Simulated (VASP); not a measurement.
Runs of VASP 6.6.1 on GaAs. The structure is that of space group F-43m (No. 216), or close to it. The cells are those of the table. 

```tsv
cell	gap on the mesh (eV)	pressure (GPa)
a = 3.943 Å, angles 60.0°, 2 atoms	0.84	6.9
a = 3.888 Å, angles 60.0°, 2 atoms	1.17	11.2
a = 3.997 Å, angles 60.0°, 2 atoms	(a)	(b)
a = 3.831 Å, angles 60.0°, 2 atoms	1.18	16.5
```

Alike in all rows: level PBE; potentials or basis VASP PAW PBE potentials, release 64 (Ga_d, As); no spin polarisation; k mesh 12 × 12 × 12; cutoff (eV) 500; smearing gaussian 0.02 eV.

Q: Estimate the missing entries.

A: (a) 0.52; (b) 3.5.

Caveats: the cell stands under pressure.

A k mesh can miss the band edges, and the runs leave out spin-orbit coupling on As, Ga.
